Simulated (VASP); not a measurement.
Set up this calculation in VASP 6.6.1, as the native input.

| Item | Value |
| --- | --- |
| Task | single point |
| Functional | rpbe exchange, lyp correlation |
| Potentials or basis | VASP PAW PBE potentials, release 64 (Hf_pv, C) |
| Cutoff | 600 eV |
| k mesh | 8 × 8 × 8 |
| Occupations | gaussian, width 0.025 eV |
| Spin | non-collinear spin, zero start, spin-orbit coupling |
| Starting moments | [[0.0, 0.0, 0.0], [0.0, 0.0, 0.0]] μB |
| Dipole correction | no |
| Further INCAR settings | ALGO = Normal; EDIFF = 1e-06; NBANDS = 26 |

The structure of HfC lies in POSCAR:

```
HfC
1.0
    0.0000000000      2.3555956139      2.3555956139
    2.3555956139      0.0000000000      2.3555956139
    2.3555956139      2.3555956139      0.0000000000
Hf C
1 1
Direct
    0.5000000000      0.5000000000      0.5000000000
    0.0000000000      0.0000000000      0.0000000000
```

The input as run:

INCAR

```
PREC = Accurate
ENCUT = 600
EDIFF = 1E-6
ISMEAR = 0
SIGMA = 0.025
LREAL = F
LASPH = T
NELM = 200
ALGO = Normal
ISIF = 2
LWAVE = F
LCHARG = F
MAGMOM = 0 0 0 0 0 0
LORBIT = 11
LSORBIT = T
GGA_COMPAT = F
LORBMOM = T
LMAXMIX = 4
GGA = LIBXC
LIBXC1 = GGA_X_RPBE
LIBXC2 = GGA_C_LYP
NBANDS = 26
```

KPOINTS

```
regular mesh
0
Gamma
  8 8 8
```

Potentials or basis: VASP PAW PBE potentials, release 64 (Hf_pv, C).

Launch:

```console
$ cat potpaw_PBE.64/Hf_pv/POTCAR potpaw_PBE.64/C/POTCAR > POTCAR
$ mpirun -np 1 vasp_ncl > vasp.out
```

It gave:

```json
{
 "Pressure": "1.4 GPa",
 "Net moment": "0.00 μB per cell",
 "Valence electrons inside the program's atomic spheres": "Hf 8.53; C 2.40"
}
```

Caveat: the PAW data sets were made with another functional, which shifts forces and pressure a little.

Wall time 61 s on 1 thread of Intel(R) Xeon(R) Platinum 8488C (Sapphire Rapids), with other jobs on the host, peak memory 0.26 GiB.
